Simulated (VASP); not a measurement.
# I (Fmmm) in VASP: settings compared

Aim: see how the results for I move with the level of theory and the settings. Levels: PBEsol, PBE+D3(BJ), revPBE, LDA. Tasks: single point.

Program: VASP 6.6.1. These are calculated values, not measurements. Logs are shortened: lines on timing, memory, paths and dates and some standing lists are left out, and cuts for length are marked.

### Step 1. The cell of the first run

It takes space group Fmmm (No. 69, orthorhombic). Conventional cell: a = 4.355 Å, b = 4.699 Å, c = 7.767 Å, α = 90.00°, β = 90.00°, γ = 90.00°. Within 4.2 Å of I (site symmetry mmm) lie 4 I at 3.20 Å.

### Step 2. Single point, PBEsol

File INCAR:

```
SYSTEM = I
ALGO     = Normal         ! electronic algorithm
EDIFF    = 1E-7           ! SCF threshold, eV
ENCUT    = 520            ! plane-wave cutoff, eV
GGA      = PS             ! functional
ISIF     = 2              ! what is computed and relaxed
ISMEAR   = -1             ! smearing method
LASPH    = .True.         ! aspherical terms in the spheres
LCHARG   = .True.         ! write CHGCAR
LELF     = .True.         ! ELF
LREAL    = .False.        ! projectors in reciprocal space
LVHAR    = .True.       
LWAVE    = .False.        ! write WAVECAR
NBANDS   = 10             ! bands
NELM     = 80             ! most SCF steps
PREC     = Accurate       ! precision mode
SIGMA    = 0.05           ! smearing width, eV
```

File KPOINTS:

```
k-points
0
Gamma
  9 9 9
  0 0 0
```

File POSCAR:

```
I
1.0
    0.0000000000      2.3497234514      3.8835988039
    2.1775319666      0.0000000000      3.8835988039
    2.1775319666      2.3497234514      0.0000000000
I
1
Direct
    0.0000000000      0.0000000000      0.0000000000
```

Potentials or basis: VASP PAW PBE potentials, release 64 (I).

Command:

```bash
cat potpaw_PBE.64/I/POTCAR > POTCAR
mpirun -np 1 vasp_std > vasp.out
```

OUTCAR:

```text
SYSTEM = I
   EDIFF = 1E-7
   ENCUT = 520
   GGA = PS
   ISIF = 2
   ISMEAR = -1
   LASPH = .True.
   LREAL = .False.
   NELM = 80
   PREC = Accurate

 ion  position               nearest neighbor table
   1  0.000  0.000  0.000-

  LATTYP: Found a face centered orthorhombic cell.
 ALAT       =     4.3550639332
 B/A-ratio  =     1.0790764441
 C/A-ratio  =     1.7834864716

  Lattice vectors:

 A1 = (   0.0000000000,   2.3497234514,   3.8835988039)
 A2 = (   2.1775319666,   0.0000000000,   3.8835988039)
 A3 = (   2.1775319666,   2.3497234514,   0.0000000000)

Analysis of symmetry for initial positions (statically):
=====================================================================
 Subroutine PRICEL returns:
 Original cell was already a primitive cell.

 Routine SETGRP: Setting up the symmetry group for a
 face centered orthorhombic supercell.

 Subroutine GETGRP returns: Found  8 space group operations
 (whereof  8 operations were pure point group operations)
 out of a pool of  8 trial point group operations.

The static configuration has the point symmetry D_2h.

Analysis of symmetry for dynamics (positions and initial velocities):
=====================================================================
 Subroutine PRICEL returns:
 Original cell was already a primitive cell.

 Routine SETGRP: Setting up the symmetry group for a
 face centered orthorhombic supercell.

 Subroutine GETGRP returns: Found  8 space group operations
 (whereof  8 operations were pure point group operations)
 out of a pool of  8 trial point group operations.

The dynamic configuration has the point symmetry D_2h.

 Subroutine INISYM returns: Found  8 space group operations
 (whereof  8 operations are pure point group operations),
 and found     1 'primitive' translations

----------------------------------------------------------------------------------------

                                     Primitive cell

  volume of cell :      39.7416

  direct lattice vectors                    reciprocal lattice vectors
     0.000000000  2.349723451  3.883598804    -0.229617754  0.212790999  0.128746563
     2.177531967  0.000000000  3.883598804     0.229617754 -0.212790999  0.128746563
     2.177531967  2.349723451  0.000000000     0.229617754  0.212790999 -0.128746563

  length of vectors
     4.539112244  4.452413406  3.203567662     0.338496676  0.338496676  0.338496676

  position of ions in fractional coordinates (direct lattice)
     0.000000000  0.000000000  0.000000000

  ion indices of the primitive-cell ions
   primitive index   ion index
                 1           1

----------------------------------------------------------------------------------------

 KPOINTS: k-points

Automatic generation of k-mesh.
 Grid dimensions read from file:
 generate k-points for:    9    9    9

 Generating k-lattice:

  Cartesian coordinates                     Fractional coordinates (reciprocal lattice)
    -0.025513084  0.023643444  0.014305174     0.111111111  0.000000000  0.000000000
     0.025513084 -0.023643444  0.014305174     0.000000000  0.111111111  0.000000000
     0.025513084  0.023643444 -0.014305174    -0.000000000 -0.000000000  0.111111111

  Length of vectors
     0.037610742  0.037610742  0.037610742

  Shift w.r.t. Gamma in fractional coordinates (k-lattice)
     0.000000000  0.000000000  0.000000000

 Subroutine IBZKPT returns following result:
 ===========================================

 Found    125 irreducible k-points:

 Following reciprocal coordinates:
            Coordinates               Weight
  0.000000  0.000000  0.000000      1.000000
  0.111111 -0.000000 -0.000000      8.000000
  0.222222  0.000000 -0.000000      8.000000
  0.333333  0.000000 -0.000000      8.000000
  0.444444  0.000000 -0.000000      8.000000
  0.111111  0.111111  0.000000      2.000000
[... 16 lines left out ...]
 -0.333333  0.333333 -0.000000      4.000000
  0.444444  0.444444  0.000000      2.000000
 [... further k-points ...]
   k-points           NKPTS =    125   k-points in BZ     NKDIM =    125   number of bands    NBANDS=     10
   number of dos      NEDOS =    301   number of ions     NIONS =      1
   total plane-waves  NPLWV =  31104
   dimension x,y,z NGX =    36 NGY =   36 NGZ =   24
   dimension x,y,z NGXF=    72 NGYF=   72 NGZF=   48
   ions per type =               1
   NGX,Y,Z   is equivalent  to a cutoff of  13.19, 13.44, 12.45 a.u.
   NGXF,Y,Z  is equivalent  to a cutoff of  26.37, 26.88, 24.91 a.u.
 SYSTEM =  I
   PREC   = accura    normal or accurate (medium, high low for compatibility)
   ISTART =      0    job   : 0-new  1-cont  2-samecut
   ICHARG =      2    charge: 1-file 2-atom 10-const
   ISPIN  =      1    spin polarized calculation?
   LNONCOLLINEAR =      F non collinear calculations
   LSORBIT =      F    spin-orbit coupling
   LASPH  =      T    aspherical Exc in radial PAW
   ENCUT  =  520.0 eV  38.22 Ry    6.18 a.u.   8.44  8.28  5.96*2*pi/ulx,y,z
   NELM   =     80;   NELMIN=  2; NELMDL= -5     # of ELM steps
   EDIFF  = 0.1E-06   stopping-criterion for ELM
   LREAL  =      F    real-space projection
   EDIFFG = 0.1E-05   stopping-criterion for IOM
   NSW    =      0    number of steps for IOM
   IBRION =     -1    ionic relax: 0-MD 1-quasi-New 2-CG
   NFREE  =      0    steps in history (QN), initial steepest desc. (CG)
   ISIF   =      2    stress and relaxation
   ISYM   =      2    0-nonsym 1-usesym 2-fastsym
   POTIM  = 0.5000    time-step for ionic-motion
   TEBEG  =    0.0;   TEEND  =   0.0 temperature during run
   PSTRESS=    0.0 pullay stress
   NELECT =       7.0000    total number of electrons
   NUPDOWN=      -1.0000    fix difference up-down
   EMIN   =  10.00;   EMAX   =-10.00  energy-range for DOS
   EFERMI =   0.00;   METHOD = LEGACY
   ISMEAR =    -1;   SIGMA  =   0.05  broadening in eV -4-tet -1-fermi 0-gaus
   EFERMI_NEDOS =   21; number of points for ismear=-14 and -15
   IALGO  =     38    algorithm
   IMIX   =      4    mixing-type and parameters
     AMIX     =   0.40;   BMIX     =  1.00
     AMIX_MAG =   1.60;   BMIX_MAG =  1.00
  volume/ion in A,a.u.               =      39.74       268.19
  Fermi-wavevector in a.u.,A,eV,Ry     =   0.917682  1.734168 11.458018  0.842141
  Thomas-Fermi vector in A             =   2.042679
   LORBIT       =      0    0 simple, 1 ext, 2 COOP (PROOUT), +10 PAW based schemes
   GGA     = PS    functional components
   LHFCALC =     F    Hartree Fock is set to
   AEXX    =    0.0000 exact exchange contribution
   IVDW    =     0    specifies the selected vdW correction
   LEPSILON=     F    determine dielectric tensor
   LRPA    =     F    only Hartree local field effects (RPA)
 non-spin polarized calculation
  energy-cutoff  :      520.00
  volume of cell :       39.74
 maximum number of plane-waves:      1088
 NGX is ok and might be reduce to    36
   NGX = 17   NGY = 17   NGZ = 11

 number of electron       6.9999999 magnetization

 Free energy of the ion-electron system (eV)
  ---------------------------------------------------
  ext. energy  EPLUGINS =         0.00000000
  ---------------------------------------------------
  free energy    TOTEN  =        -1.66283423 eV

  energy without entropy =       -1.65794708  energy(sigma->0) =       -1.66039066

 E-fermi :   3.6104     XC(G=0):  -8.5300

 val. band max:        3.6059189884   @ k =  -0.2222   0.0000   0.1111
 cond. band min:       3.6450876970   @ k =  -0.1111   0.1111   0.1111
 fundamental gap:      0.0391687086
 Fermi energy:         3.6104270794

 k-point     1 :       0.0000    0.0000    0.0000
  band No.  band energies     occupation
      1     -10.4211      2.00000
      2       1.6250      2.00000
      3       4.4283      0.00000
      4       4.7021      0.00000
      5       7.9414      0.00000
      6      11.0539      0.00000
      7      11.7681      0.00000
      8      15.7307      0.00000
      9      15.9061      0.00000
     10      16.0351      0.00000

 k-point     2 :       0.1111   -0.0000   -0.0000
  band No.  band energies     occupation
      1     -10.2849      2.00000
      2       1.6178      2.00000
      3       3.4056      1.96728
      4       4.6613      0.00000
      5       8.3178      0.00000
      6      11.4429      0.00000
      7      12.8377      0.00000
      8      13.4822      0.00000
      9      16.0234      0.00000
     10      16.6303      0.00000

 k-point     3 :       0.2222    0.0000   -0.0000
  band No.  band energies     occupation
      1      -9.9034      2.00000
      2       1.2589      2.00000
      3       1.7409      2.00000
      4       4.8790      0.00000
      5       9.0732      0.00000
      6      11.5731      0.00000
      7      11.8581      0.00000
      8      15.5832      0.00000
      9      16.4583      0.00000
     10      17.1756      0.00000

 k-point     4 :       0.3333    0.0000   -0.0000
  band No.  band energies     occupation
      1      -9.3810      2.00000
      2      -0.5089      2.00000
      3       1.7480      2.00000
      4       5.1624      0.00000
      5       8.9117      0.00000
      6      11.8283      0.00000
      7      12.3098      0.00000
      8      15.6746      0.00000
      9      17.1978      0.00000
     10      17.8190      0.00000
[... 222 lines left out ...]
 k-point    22 :      -0.4444    0.3333    0.0000
  band No.  band energies     occupation
      1      -9.7007      2.00000
      2      -0.0031      2.00000
      3       1.1649      2.00000
      4       4.7151      0.00000
      5      11.2447      0.00000
      6      12.2580      0.00000
      7      14.5751      0.00000
      8      16.8705      0.00000
      9      17.3534      0.00000
     10      17.6558      0.00000

 k-point    23 :      -0.3333    0.3333   -0.0000
  band No.  band energies     occupation
      1      -9.2431      2.00000
      2      -0.6081      2.00000
      3       0.6076      2.00000
      4       5.0579      0.00000
      5      10.8835      0.00000
      6      11.8559      0.00000
      7      13.9628      0.00000
      8      15.9812      0.00000
      9      17.8671      0.00000
     10      18.2147      0.00000

 k-point    24 :       0.4444    0.4444    0.0000
  band No.  band energies     occupation
      1     -10.1632      2.00000
      2      -0.5721      2.00000
      3       4.1978      0.00002
      4       4.4918      0.00000
      5      10.5181      0.00000
      6      10.8290      0.00000
      7      13.9278      0.00000
      8      18.4803      0.00000
      9      18.6109      0.00000
     10      18.7939      0.00000

 [... further k-points ...]
[... 5 lines left out ...]
  --------------------------------------------------------------------------------------
  -------------------------------------------------------------------------------------
  Total       -0.2728767     -0.3255793     -0.0857014      0.0000000      0.0000000      0.0000000
  in kB      -11.0009784    -13.1256775     -3.4550382      0.0000000      0.0000000      0.0000000
  external PRESSURE =      -9.1938980 kB  Pullay stress =       0.0000000 kB

 VOLUME and BASIS-vectors are now :
 -----------------------------------------------------------------------------
  energy-cutoff  :      520.00
  volume of cell :       39.74
      direct lattice vectors                 reciprocal lattice vectors
     0.000000000  2.349723451  3.883598804    -0.229617754  0.212790999  0.128746563
     2.177531967  0.000000000  3.883598804     0.229617754 -0.212790999  0.128746563
     2.177531967  2.349723451  0.000000000     0.229617754  0.212790999 -0.128746563

 POSITION                                       TOTAL-FORCE (eV/Angst)
 -----------------------------------------------------------------------------------
      0.00000      0.00000      0.00000         0.000000      0.000000      0.000000
 -----------------------------------------------------------------------------------
    total drift:                                0.000000      0.000000      0.000000

  FREE ENERGIE OF THE ION-ELECTRON SYSTEM (eV)
  ---------------------------------------------------
  free  energy   TOTEN  =        -1.6628342318 eV

  energy  without entropy=       -1.6579470811  energy(sigma->0) =       -1.66039066
```

Wall time 17 s (1 thread of Intel Xeon 6975P-C (Granite Rapids), shared host); peak memory 0.2 GiB.

Results:

| Property | Result |
| --- | --- |
| Free energy | -1.6628 eV |
| Pressure | -0.9 GPa |

Caveat: the PAW data sets were made with another functional, which shifts forces and pressure a little; spin-orbit coupling is left out, which moves the levels of the heavy elements; an odd number of electrons without spin polarisation forces a metal; a magnetic or distorted state may lie lower.

### Step 3. Single point, PBE+D3(BJ)

This run uses another cell than the first one, of 40.55 Å³/atom, 1.020 times its volume.

File INCAR:

```
PREC     = Accurate       # precision mode
ENCUT    = 520            # plane-wave cutoff, eV
EDIFF    = 1E-7           # SCF threshold, eV
ISMEAR   = -1             # smearing method
SIGMA    = 0.05           # smearing width, eV
LREAL    = F              # projectors in reciprocal space
LASPH    = T              # aspherical terms in the spheres
NELM     = 100            # most SCF steps
ALGO     = Normal         # electronic algorithm
ISIF     = 2              # what is computed and relaxed
LWAVE    = F              # write WAVECAR
LCHARG   = T              # write CHGCAR
GGA      = PE             # functional
IVDW     = 12             # dispersion correction
LELF     = T              # ELF
LVHAR    = T            
NBANDS   = 10             # bands
```

File KPOINTS:

```
regular mesh
0
Gamma
  9 9 9
```

File POSCAR:

```
I
1.0
    0.0000000000      2.3656004428      3.9098401324
    2.1922454667      0.0000000000      3.9098401324
    2.1922454667      2.3656004428      0.0000000000
I
1
Direct
    0.0000000000      0.0000000000      0.0000000000
```

Potentials or basis: VASP PAW PBE potentials, release 64 (I).

Command:

```bash
cat potpaw_PBE.64/I/POTCAR > POTCAR
mpirun -np 1 vasp_std > vasp.out
```

OUTCAR:

```text
PREC = Accurate
   ENCUT = 520
   EDIFF = 1E-7
   ISMEAR = -1
   LREAL = F
   LASPH = T
   NELM = 100
   ISIF = 2
   GGA = PE
   IVDW = 12
 IVDW          = 12

 ion  position               nearest neighbor table
   1  0.000  0.000  0.000-

  LATTYP: Found a face centered orthorhombic cell.
 ALAT       =     4.3844909334
 B/A-ratio  =     1.0790764441
 C/A-ratio  =     1.7834864717

  Lattice vectors:

 A1 = (   0.0000000000,   2.3656004428,   3.9098401324)
 A2 = (   2.1922454667,   0.0000000000,   3.9098401324)
 A3 = (   2.1922454667,   2.3656004428,   0.0000000000)

Analysis of symmetry for initial positions (statically):
=====================================================================
 Subroutine PRICEL returns:
 Original cell was already a primitive cell.

 Routine SETGRP: Setting up the symmetry group for a
 face centered orthorhombic supercell.

 Subroutine GETGRP returns: Found  8 space group operations
 (whereof  8 operations were pure point group operations)
 out of a pool of  8 trial point group operations.

The static configuration has the point symmetry D_2h.

[... 163 lines left out ...]
 Fermi energy:         3.4998779940

 k-point     1 :       0.0000    0.0000    0.0000
  band No.  band energies     occupation
      1     -10.3834      2.00000
      2       1.5533      2.00000
      3       4.2735      0.00000
      4       4.5466      0.00000
      5       8.0362      0.00000
      6      10.9730      0.00000
      7      11.7009      0.00000
      8      15.6112      0.00000
      9      15.9274      0.00000
     10      15.9287      0.00000
[... 287 lines left out ...]
 k-point    24 :       0.4444    0.4444    0.0000
  band No.  band energies     occupation
      1     -10.1430      2.00000
      2      -0.5176      2.00000
      3       4.0570      0.00003
      4       4.3502      0.00000
      5      10.4657      0.00000
      6      10.8053      0.00000
      7      13.8620      0.00000
      8      18.2933      0.00000
      9      18.3770      0.00000
     10      18.5669      0.00000

 [... further k-points ...]

------------------------ aborting loop because EDIFF is reached ----------------------------------------

 Edisp (eV)   -0.31720

 E8    (eV) :    -0.1413

  FORCE on cell =-STRESS in cart. coord.  units (eV):
  Direction    XX          YY          ZZ          XY          YZ          ZX
  --------------------------------------------------------------------------------------
  -------------------------------------------------------------------------------------
  Total      -0.23147    -0.28989    -0.20498    -0.00000     0.00000     0.00000
  in kB      -9.14506   -11.45328    -8.09863    -0.00000     0.00000     0.00000
  external pressure =       -9.57 kB  Pullay stress =        0.00 kB

 VOLUME and BASIS-vectors are now :
 -----------------------------------------------------------------------------
  energy-cutoff  :      520.00
  volume of cell :       40.55
      direct lattice vectors                 reciprocal lattice vectors
     0.000000000  2.365600443  3.909840132    -0.228076649  0.211362828  0.127882467
     2.192245467  0.000000000  3.909840132     0.228076649 -0.211362828  0.127882467
     2.192245467  2.365600443  0.000000000     0.228076649  0.211362828 -0.127882467

 POSITION                                       TOTAL-FORCE (eV/Angst)
 -----------------------------------------------------------------------------------
      0.00000      0.00000      0.00000         0.000000      0.000000      0.000000
 -----------------------------------------------------------------------------------
    total drift:                                0.000000      0.000000      0.000000

  FREE ENERGIE OF THE ION-ELECTRON SYSTEM (eV)
  ---------------------------------------------------
  free  energy   TOTEN  =        -1.7088761784 eV

  energy  without entropy=       -1.7037444965  energy(sigma->0) =       -1.70631034
```

stdout:

```text
POSCAR found type information on POSCAR I
 POSCAR found :  1 types and       1 ions
 scaLAPACK will be used
 LDA part: xc-table for (Slater+PW92), standard interpolation
 POSCAR, INCAR and KPOINTS ok, starting setup
 FFT: planning ... GRIDC
 FFT: planning ... GRID_SOFT
 FFT: planning ... GRID
 WAVECAR not read
 entering main loop
```

Run time: 16 s. Hardware: 1 thread of Intel Xeon 6975P-C (Granite Rapids), shared host; peak memory 0.21 GiB.

Results:

```yaml
Free_energy: -1.7089 eV
Pressure: -1.0 GPa
Dispersion_energy_per_atom: -0.317 eV
```

Caveat: spin-orbit coupling is left out, which moves the levels of the heavy elements; an odd number of electrons without spin polarisation forces a metal; a magnetic or distorted state may lie lower; pairwise dispersion overbinds metals, which lowers pressure and volume.

### Step 4. Single point, revPBE

This run uses another cell than the first one, of 40.55 Å³/atom, 1.020 times its volume.

Changes to INCAR since step 3:

```diff
@@ -7,3 +7,3 @@
 LASPH    = T              # aspherical terms in the spheres
-NELM     = 100            # most SCF steps
+NELM     = 80             # most SCF steps
 ALGO     = Normal         # electronic algorithm
@@ -12,4 +12,3 @@
 LCHARG   = T              # write CHGCAR
-GGA      = PE             # functional
-IVDW     = 12             # dispersion correction
+GGA      = RE             # functional
 LELF     = T              # ELF
```

KPOINTS is that of step 3.

POSCAR is that of step 3.

Command:

```bash
cat potpaw_PBE.64/I/POTCAR > POTCAR
mpirun -np 1 vasp_std > vasp.out
```

Run time: 16 s. Hardware: 1 thread of Intel Xeon 6975P-C (Granite Rapids), shared host; peak memory 0.2 GiB.

Results (log left out):

```
Free energy : -1.1064 eV
Pressure    : 1.4 GPa
```

Stress tensor (GPa, compression positive):
```
1.38 0.00 0.00
0.00 1.18 0.00
0.00 0.00 1.76
```

Levels at points of the mesh, in eV from the Fermi level:
| k point | band 2 | band 3 | band 4 | band 5 | band 6 | band 7 |
| --- | --- | --- | --- | --- | --- | --- |
| (0.00, 0.00, 0.00) | -1.97 | 0.77 | 1.04 | 4.73 | 7.45 | 8.25 |

Caveat: the PAW data sets were made with another functional, which shifts forces and pressure a little; spin-orbit coupling is left out, which moves the levels of the heavy elements; an odd number of electrons without spin polarisation forces a metal; a magnetic or distorted state may lie lower.

[end of part 1 of 2]
